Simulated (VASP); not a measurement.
Here is a VASP 6.6.1 calculation.

POSCAR

```
MgF2
1.0
    4.6682361545      0.0000000000      0.0000000000
    0.0000000000      4.6682361545      0.0000000000
    0.0000000000      0.0000000000      3.0765728771
Mg F
2 4
Direct
    0.0000000000      0.0000000000      0.0000000000
    0.5000000000      0.5000000000      0.5000000000
    0.3035913716      0.3035913716      0.0000000000
    0.1964086284      0.8035913716      0.5000000000
    0.8035913716      0.1964086284      0.5000000000
    0.6964086284      0.6964086284      0.0000000000
```

INCAR.step1

```
PREC = Accurate
ENCUT = 660
ISMEAR = 0
SIGMA = 0.01
LREAL = False
LASPH = True
NELM = 120
NBANDS = 25
GGA = PE
ALGO = Normal
EDIFF = 1E-5
LWAVE = True
LCHARG = False
GGA_COMPAT = False
```

INCAR.step2

```
PREC = Accurate
ENCUT = 660
EDIFF = 1E-6
ISMEAR = 0
SIGMA = 0.01
LREAL = False
LASPH = True
NELM = 120
ALGO = Normal
ISIF = 2
LWAVE = False
LCHARG = True
METAGGA = R2SCAN
LMIXTAU = True
LELF = True
LVHAR = True
NBANDS = 25
ISTART = 1
GGA_COMPAT = False
```

KPOINTS

```
regular mesh
0
Gamma
  6 6 8
```

Potentials or basis: VASP PAW PBE potentials, release 64 (Mg, F).

Run with:

```console
$ cat potpaw_PBE.64/Mg/POTCAR potpaw_PBE.64/F/POTCAR > POTCAR
$ cp INCAR.step1 INCAR
$ mpirun -np 1 vasp_std > vasp.out
$ cp INCAR.step2 INCAR
$ mpirun -np 1 vasp_std > vasp.out
```

Q: Predict the band gap on the k mesh.

A: 7.83 eV.

Q: What does it give for the pressure?

A: -4.4 GPa.

Q: Estimate the largest force.

A: 0.006 eV/Å.

Forces on the atoms (eV/Å):
```
Mg   0.000  0.000  0.000
Mg   0.000  0.000  0.000
F    0.005  0.005  0.000
F   -0.005  0.005  0.000
F    0.005 -0.005  0.000
F   -0.005 -0.005  0.000
```

Caveat: the cell differs from its parent crystal (strain +1.0%); the cell stands under tension; the PAW data sets were made with another functional, which shifts forces and pressure a little. A k mesh can miss the band edges.
